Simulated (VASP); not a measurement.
# SnTe (P-3m1) in VASP: relaxation of cell and atoms with PBE

Aim: the relaxation of cell and atoms of SnTe with PBE.

Program: VASP 6.6.1. These are calculated values, not measurements. Logs are shortened: lines on timing, memory, paths and dates and some standing lists are left out, and cuts for length are marked.

## 1. The cell of the first run

Symmetry: P-3m1, No. 164, trigonal system. Conventional cell: a = 4.244 Å, b = 4.244 Å, c = 10.850 Å, α = 90.00°, β = 90.00°, γ = 120.00°. Within 3.9 Å of Sn (site symmetry 3m) lie 3 Te at 2.96 Å. Te (site symmetry 3m) has 3 Sn at 2.96 Å within 3.9 Å.

The cell was generated, and may not be a known phase.

## 2. Relaxation of cell and atoms, PBE

Contents of INCAR:

```
SYSTEM = SnTe
PREC     = Accurate       ! precision mode
ENCUT    = 600            ! plane-wave cutoff, eV
EDIFF    = 1E-6           ! SCF threshold, eV
ISMEAR   = 0              ! smearing method
SIGMA    = 0.02           ! smearing width, eV
LREAL    = .False.        ! projectors in reciprocal space
LASPH    = .True.         ! aspherical terms in the spheres
NELM     = 100            ! most SCF steps
ALGO     = Normal         ! electronic algorithm
ISIF     = 3              ! what is computed and relaxed
LWAVE    = .False.        ! write WAVECAR
LCHARG   = .False.        ! write CHGCAR
GGA      = PE             ! functional
IBRION   = 2              ! ionic algorithm
NSW      = 100            ! ionic steps
EDIFFG   = -0.01          ! ionic threshold
```

Contents of KPOINTS:

```
regular mesh
0
Gamma
  12 12 4
  0 0 0
```

Contents of POSCAR:

```
SnTe
1.0
    4.2438749494      0.0000000000      0.0000000000
   -2.1219374747      3.6753035166      0.0000000000
    0.0000000000      0.0000000000     10.8504992492
Sn Te
2 2
Direct
    0.0000000000      0.0000000000      0.8111783653
    0.0000000000      0.0000000000      0.1888216347
    0.3333333333      0.6666666667      0.6584564107
    0.6666666667      0.3333333333      0.3415435893
```

Potentials or basis: VASP PAW PBE potentials, release 64 (Sn_d, Te).

Launch:

```bash
> cat potpaw_PBE.64/Sn_d/POTCAR potpaw_PBE.64/Te/POTCAR > POTCAR
> mpirun -np 1 vasp_std > vasp.out
```

OUTCAR:

```text
SYSTEM = SnTe
   PREC = Accurate
   ENCUT = 600
   EDIFF = 1E-6
   ISMEAR = 0
   LREAL = .False.
   LASPH = .True.
   NELM = 100
   ISIF = 3
   GGA = PE
   IBRION = 2
   NSW = 100
   EDIFFG = -0.01

 ion  position               nearest neighbor table
   1  0.000  0.000  0.811-   3 2.96   3 2.96   3 2.96
   2  0.000  0.000  0.189-   4 2.96   4 2.96   4 2.96
   3  0.333  0.667  0.658-   1 2.96   1 2.96   1 2.96
   4  0.667  0.333  0.342-   2 2.96   2 2.96   2 2.96

  LATTYP: Found a hexagonal cell.
 ALAT       =     4.2438749494
 C/A-ratio  =     2.5567433957

  Lattice vectors:

 A1 = (   4.2438749494,   0.0000000000,   0.0000000000)
 A2 = (  -2.1219374747,   3.6753035166,   0.0000000000)
 A3 = (   0.0000000000,   0.0000000000,  10.8504992492)

Analysis of symmetry for initial positions (statically):
=====================================================================
 Subroutine PRICEL returns:
 Original cell was already a primitive cell.

 Routine SETGRP: Setting up the symmetry group for a
 hexagonal supercell.

 Subroutine GETGRP returns: Found 12 space group operations
 (whereof 12 operations were pure point group operations)
 out of a pool of 24 trial point group operations.

The static configuration has the point symmetry D_3d.

Analysis of symmetry for dynamics (positions and initial velocities):
=====================================================================
 Subroutine PRICEL returns:
 Original cell was already a primitive cell.

 Routine SETGRP: Setting up the symmetry group for a
 hexagonal supercell.

 Subroutine GETGRP returns: Found 12 space group operations
 (whereof 12 operations were pure point group operations)
 out of a pool of 24 trial point group operations.

The dynamic configuration has the point symmetry D_3d.

 Subroutine INISYM returns: Found 12 space group operations
 (whereof 12 operations are pure point group operations),
 and found     1 'primitive' translations

----------------------------------------------------------------------------------------

                                     Primitive cell

  volume of cell :     169.2410

  direct lattice vectors                    reciprocal lattice vectors
     4.243874949  0.000000000  0.000000000     0.235633710  0.136043186  0.000000000
    -2.121937475  3.675303517  0.000000000     0.000000000  0.272086372  0.000000000
     0.000000000  0.000000000 10.850499249     0.000000000  0.000000000  0.092161658

  length of vectors
     4.243874949  4.243874949 10.850499249     0.272086372  0.272086372  0.092161658

  position of ions in fractional coordinates (direct lattice)
     0.000000000  0.000000000  0.811178365
     0.000000000  0.000000000  0.188821635
     0.333333333  0.666666667  0.658456411
     0.666666667  0.333333333  0.341543589

  ion indices of the primitive-cell ions
   primitive index   ion index
                 1           1
                 2           2
                 3           3
                 4           4

----------------------------------------------------------------------------------------

 KPOINTS: regular mesh

Automatic generation of k-mesh.
 Grid dimensions read from file:
 generate k-points for:   12   12    4

 Generating k-lattice:

  Cartesian coordinates                     Fractional coordinates (reciprocal lattice)
     0.019636143  0.011336932  0.000000000     0.083333333  0.000000000  0.000000000
     0.000000000  0.022673864  0.000000000     0.000000000  0.083333333  0.000000000
     0.000000000  0.000000000  0.023040414     0.000000000  0.000000000  0.250000000

  Length of vectors
     0.022673864  0.022673864  0.023040414

  Shift w.r.t. Gamma in fractional coordinates (k-lattice)
     0.000000000  0.000000000  0.000000000

 Subroutine IBZKPT returns following result:
 ===========================================

 Found     69 irreducible k-points:

 Following reciprocal coordinates:
            Coordinates               Weight
  0.000000  0.000000  0.000000      1.000000
  0.083333 -0.000000  0.000000      6.000000
  0.166667 -0.000000  0.000000      6.000000
  0.250000 -0.000000  0.000000      6.000000
  0.333333  0.000000  0.000000      6.000000
  0.416667  0.000000  0.000000      6.000000
[... 16 lines left out ...]
  0.166667 -0.000000  0.250000      6.000000
  0.000000  0.166667  0.250000      6.000000
 [... further k-points ...]
   k-points           NKPTS =     69   k-points in BZ     NKDIM =     69   number of bands    NBANDS=     24
   number of dos      NEDOS =    301   number of ions     NIONS =      4
   total plane-waves  NPLWV = 116640
   dimension x,y,z NGX =    36 NGY =   36 NGZ =   90
   dimension x,y,z NGXF=    72 NGYF=   72 NGZF=  180
   ions per type =               2   2
   NGX,Y,Z   is equivalent  to a cutoff of  14.10, 14.10, 13.79 a.u.
   NGXF,Y,Z  is equivalent  to a cutoff of  28.20, 28.20, 27.58 a.u.
 SYSTEM =  SnTe
   PREC   = accura    normal or accurate (medium, high low for compatibility)
   ISTART =      0    job   : 0-new  1-cont  2-samecut
   ICHARG =      2    charge: 1-file 2-atom 10-const
   ISPIN  =      1    spin polarized calculation?
   LNONCOLLINEAR =      F non collinear calculations
   LSORBIT =      F    spin-orbit coupling
   LASPH  =      T    aspherical Exc in radial PAW
   ENCUT  =  600.0 eV  44.10 Ry    6.64 a.u.   8.48  8.48 21.67*2*pi/ulx,y,z
   NELM   =    100;   NELMIN=  2; NELMDL= -5     # of ELM steps
   EDIFF  = 0.1E-05   stopping-criterion for ELM
   LREAL  =      F    real-space projection
   EDIFFG = -.1E-01   stopping-criterion for IOM
   NSW    =    100    number of steps for IOM
   IBRION =      2    ionic relax: 0-MD 1-quasi-New 2-CG
   NFREE  =      1    steps in history (QN), initial steepest desc. (CG)
   ISIF   =      3    stress and relaxation
   ISYM   =      2    0-nonsym 1-usesym 2-fastsym
   POTIM  = 0.5000    time-step for ionic-motion
   TEBEG  =    0.0;   TEEND  =   0.0 temperature during run
   PSTRESS=    0.0 pullay stress
   NELECT =      40.0000    total number of electrons
   NUPDOWN=      -1.0000    fix difference up-down
   EMIN   =  10.00;   EMAX   =-10.00  energy-range for DOS
   EFERMI =   0.00;   METHOD = LEGACY
   ISMEAR =     0;   SIGMA  =   0.02  broadening in eV -4-tet -1-fermi 0-gaus
   EFERMI_NEDOS =   21; number of points for ismear=-14 and -15
   IALGO  =     38    algorithm
   IMIX   =      4    mixing-type and parameters
     AMIX     =   0.40;   BMIX     =  1.00
     AMIX_MAG =   1.60;   BMIX_MAG =  1.00
  volume/ion in A,a.u.               =      42.31       285.52
  Fermi-wavevector in a.u.,A,eV,Ry     =   1.012184  1.912751 13.939405  1.024517
  Thomas-Fermi vector in A             =   2.145279
   LORBIT       =      0    0 simple, 1 ext, 2 COOP (PROOUT), +10 PAW based schemes
   GGA     = PE    functional components
   LHFCALC =     F    Hartree Fock is set to
   AEXX    =    0.0000 exact exchange contribution
   IVDW    =     0    specifies the selected vdW correction
   LEPSILON=     F    determine dielectric tensor
   LRPA    =     F    only Hartree local field effects (RPA)
 conjugate gradient relaxation of ions
 non-spin polarized calculation
 Gauss-broadening in eV      SIGMA  =   0.02
  energy-cutoff  :      600.00
  volume of cell :      169.24
 maximum number of plane-waves:      5725
 NGX is ok and might be reduce to    36
   NGX = 17   NGY = 17   NGZ = 43

--------------------------------------- Ionic step        1  -------------------------------------------

 number of electron      40.0000008 magnetization

 Free energy of the ion-electron system (eV)
  ---------------------------------------------------
  ext. energy  EPLUGINS =         0.00000000
  ---------------------------------------------------
  free energy    TOTEN  =       -14.63583479 eV

  energy without entropy =      -14.63583479  energy(sigma->0) =      -14.63583479

------------------------ aborting loop because EDIFF is reached ----------------------------------------

  FORCE on cell =-STRESS in cart. coord.  units (eV):
  Direction    XX          YY          ZZ          XY          YZ          ZX
  --------------------------------------------------------------------------------------
  -------------------------------------------------------------------------------------
  Total       -0.0607462     -0.0607462      0.4574372      0.0000000     -0.0000000      0.0000000
  in kB       -0.5750746     -0.5750746      4.3304848      0.0000000     -0.0000000      0.0000000
  external PRESSURE =       1.0601119 kB  Pullay stress =       0.0000000 kB
[... 95 lines left out ...]
  FREE ENERGIE OF THE ION-ELECTRON SYSTEM (eV)
  ---------------------------------------------------
  free  energy   TOTEN  =       -14.6383006077 eV

  energy  without entropy=      -14.6383006077  energy(sigma->0) =      -14.63830061

[... ionic steps 4 to 23 ...]

--------------------------------------- Ionic step       24  -------------------------------------------

 number of electron      40.0000002 magnetization

------------------------ aborting loop because EDIFF is reached ----------------------------------------

  FORCE on cell =-STRESS in cart. coord.  units (eV):
  Direction    XX          YY          ZZ          XY          YZ          ZX
  --------------------------------------------------------------------------------------
  -------------------------------------------------------------------------------------
  Total        0.0245807      0.0245807      0.0325267      0.0000000      0.0000000      0.0000000
  in kB        0.2157325      0.2157325      0.2854703      0.0000000      0.0000000      0.0000000
  external PRESSURE =       0.2389784 kB  Pullay stress =       0.0000000 kB
[... 61 lines left out ...]
  energy  without entropy=      -14.6538590512  energy(sigma->0) =      -14.65385905

--------------------------------------- Ionic step       26  -------------------------------------------

 number of electron      40.0000002 magnetization

 Free energy of the ion-electron system (eV)
  ---------------------------------------------------
  ext. energy  EPLUGINS =         0.00000000
  ---------------------------------------------------
  free energy    TOTEN  =       -14.65386618 eV

  energy without entropy =      -14.65386618  energy(sigma->0) =      -14.65386618

 E-fermi :   2.9929     XC(G=0):  -7.5362

 val. band max:        2.8884764194   @ k =   0.0000   0.0000   0.0000
 cond. band min:       3.8260592575   @ k =   0.0000   0.3333   0.2500
 fundamental gap:      0.9375828381
 Fermi energy:         2.9928740885

 k-point     1 :       0.0000    0.0000    0.0000
  band No.  band energies     occupation
      1     -18.3231      2.00000
      2     -18.3231      2.00000
      3     -18.3231      2.00000
      4     -18.3231      2.00000
      5     -18.2703      2.00000
      6     -18.2703      2.00000
[... 637 lines left out ...]
     23       5.8018      0.00000
     24       6.1857      0.00000

 [... further k-points ...]

------------------------ aborting loop because EDIFF is reached ----------------------------------------

  FORCE on cell =-STRESS in cart. coord.  units (eV):
  Direction    XX          YY          ZZ          XY          YZ          ZX
  --------------------------------------------------------------------------------------
  -------------------------------------------------------------------------------------
  Total       -0.0174006     -0.0174006      0.0037482      0.0000000      0.0000000      0.0000000
  in kB       -0.1525156     -0.1525156      0.0328530      0.0000000      0.0000000      0.0000000
  external PRESSURE =      -0.0907261 kB  Pullay stress =       0.0000000 kB
[... 19 lines left out ...]
  FREE ENERGIE OF THE ION-ELECTRON SYSTEM (eV)
  ---------------------------------------------------
  free  energy   TOTEN  =       -14.6538661821 eV

  energy  without entropy=      -14.6538661821  energy(sigma->0) =      -14.65386618

 reached required accuracy - stopping structural energy minimisation
```

Wall time 82 min (1 thread of Oxide Virtual Turin-like, shared host); peak memory 0.55 GiB.

What came out:

| Quantity | Value |
| --- | --- |
| Free energy | -14.6539 eV |
| Relaxed volume | 45.70 Å³/atom |
| Relaxed cell | a = 4.198 Å, b = 4.198 Å, c = 11.977 Å, α = 90.00°, β = 90.00°, γ = 120.00° |
| Space group after relaxing (to 0.1 Å) | P-3m1 (No. 164) |
| Energy gained by relaxing | 4.5 meV/atom |
| Ionic steps | 26 |
| Pressure after relaxing | 0.0 GPa |
| Largest force after relaxing | 0.007 eV/Å |
| Band gap on the k mesh | 0.94 eV (least direct gap 1.15 eV) |

Forces in eV/Å, atoms in the order of the input:
```
Sn   0.000  0.000  0.006
Sn   0.000  0.000 -0.006
Te   0.000  0.000  0.007
Te   0.000  0.000 -0.007
```

Step by step:
```
step  energy change (eV)  largest force (eV/Å)  pressure (GPa)  volume (Å³)
   1              0.0000                0.0298            0.11       169.24
   2             -0.0020                0.0461           -0.04       169.93
   3             -0.0025                0.1085           -0.17       170.54
   4             -0.0036                0.1073           -0.15       170.50
   5             -0.0062                0.1040           -0.03       170.35
   6             -0.0061                0.0962            0.21       170.01
   7             -0.0070                0.0998            0.09       170.19
   8             -0.0085                0.0676            0.14       170.61
   9             -0.0108                0.0475            0.29       171.87
  10             -0.0119                0.0348            0.22       172.66
  11             -0.0137                0.0225           -0.01       175.06
  12             -0.0138                0.0350           -0.07       175.81
  13             -0.0138                0.0381           -0.09       176.01
  14             -0.0142                0.0313           -0.08       176.46
  15             -0.0152                0.0100           -0.07       177.80
  16             -0.0160                0.0531           -0.02       180.50
  17             -0.0171                0.0216           -0.05       181.36
  18             -0.0177                0.0384           -0.08       182.56
  19             -0.0178                0.0276            0.10       182.26
  20             -0.0180                0.0120            0.01       182.41
  21             -0.0180                0.0107            0.01       182.40
  22             -0.0180                0.0115            0.01       182.40
  23             -0.0180                0.0105            0.02       182.48
  24             -0.0180                0.0167            0.02       182.55
  25             -0.0180                0.0104            0.01       182.67
  26             -0.0180                0.0069           -0.01       182.79
```

Final structure:
```
CELL_PARAMETERS angstrom
4.19800 0.00000 0.00000
-2.09900 3.63558 0.00000
0.00000 0.00000 11.97690
ATOMIC_POSITIONS crystal
Sn 0.00000 0.00000 0.80664
Sn 0.00000 0.00000 0.19336
Te 0.33333 0.66667 0.66606
Te 0.66667 0.33333 0.33394
```

Caveat: spin-orbit coupling is left out, which moves the levels of the heavy elements.
